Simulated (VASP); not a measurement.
Here is a VASP 6.6.1 calculation.

Contents of INCAR:

```
  PREC = Accurate
  ENCUT = 520
  EDIFF = 1E-6
  ISMEAR = 0
  SIGMA = 0.05
  LREAL = F
  LASPH = T
  NELM = 80
  ALGO = Normal
  ISIF = 2
  LWAVE = F
  LCHARG = T
  LELF = T
  LVHAR = T
  NBANDS = 35
```

Contents of KPOINTS:

```
Automatic mesh
0
Gamma
  6 6 8
```

The input POSCAR:

```
SnO2
1.0
    4.7920905478      0.0000000000      0.0000000000
    0.0000000000      4.6533827893      0.0000000000
    0.0000000000      0.0000000000      3.1900194031
Sn O
2 4
Direct
    0.5000000000      0.5000000000      0.5000000000
    0.0000000000      0.0000000000      0.0000000000
    0.3055669669      0.3065721211      0.0000000000
    0.8055669669      0.1934278789      0.5000000000
    0.1944330331      0.8065721211      0.5000000000
    0.6944330331      0.6934278789      0.0000000000
```

Potentials or basis: VASP PAW LDA potentials, release 64 (Sn_d, O).

The run is started by

```bash
$ cat potpaw_LDA.64/Sn_d/POTCAR potpaw_LDA.64/O/POTCAR > POTCAR
$ mpirun -np 1 vasp_std > vasp.out
```

Question: Estimate the pressure.

Answer: 1.1 GPa.

Question: Estimate the band gap on the k mesh.

Answer: 1.19 eV.

Stress tensor (GPa, compression positive):
```
-0.29  0.00  0.00
 0.00  2.08  0.00
 0.00  0.00  1.44
```

Caveat: the cell differs from its parent crystal (strain +0.0150 x Voigt [1, -1, 0, 0, 0, 0]); spin-orbit coupling is left out, which moves the levels of the heavy elements.
